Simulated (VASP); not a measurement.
CdS (Greenockite):

```
Cd S
1.0
     4.15000    0.00000    0.00000
    -2.07500    3.59401    0.00000
     0.00000    0.00000    6.73700
Cd S
2 2
Direct
  0.66667 0.33333 0.50000
  0.33333 0.66667 0.00000
  0.66667 0.33333 0.87500
  0.33333 0.66667 0.37500
```

Base run:

| Item | Value |
| --- | --- |
| Program | VASP 6.6.1 |
| Functional | PBE |
| Potentials or basis | VASP PAW PBE potentials, release 64 (Cd, S) |
| Cutoff | 520 eV |
| k mesh | 7 × 7 × 4 |
| Occupations | fermi-dirac, width 0.05 eV |
| Spin | no spin polarisation |

Its results: band gap on the k mesh 1.20 eV, direct; pressure 2.4 GPa; largest force 0.069 eV/Å.

Q: The run is repeated on the same cell with these changes: functional from PBE to SVWN5; further incar settings from ALGO = Normal; EDIFF = 1e-07; NBANDS = 26 to ALGO = Normal; EDIFF = 1e-06; NBANDS = 26. What comes out?

A: Band gap on the k mesh 0.92 eV, direct; pressure -2.7 GPa; largest force 0.063 eV/Å.

Caveats: the PAW data sets were made with another functional, which shifts forces and pressure a little (some runs).

